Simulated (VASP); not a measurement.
Input of a VASP 6.6.1 run:

The input INCAR:

```
SYSTEM = Ir
PREC = Accurate ; ENCUT = 500
EDIFF = 1E-6 ; ISMEAR = -1
SIGMA = 0.1 ; LREAL = .False.
LASPH = .True. ; NELM = 120
ALGO = Normal ; ISIF = 2
LWAVE = .False. ; LCHARG = .True.
LELF = .True. ; LVHAR = .True.
NBANDS = 10 ; GGA_COMPAT = .False.
```

The input KPOINTS:

```
regular mesh
0
Gamma
  23 23 23
  0 0 0
```

Contents of POSCAR:

```
Ir
1.0
    0.0000000000      1.9311758117      1.9311758117
    1.9311758117      0.0000000000      1.9311758117
    1.9311758117      1.9311758117      0.0000000000
Ir
1
Direct
    0.0000000000      0.0000000000      0.0000000000
```

Potentials or basis: VASP PAW LDA potentials, release 64 (Ir).

Command:

```sh
$ cat potpaw_LDA.64/Ir/POTCAR > POTCAR
$ mpirun -np 1 vasp_std > vasp.out
```

(1) Predict the pressure.

## Answers

(1) -12.4 GPa.
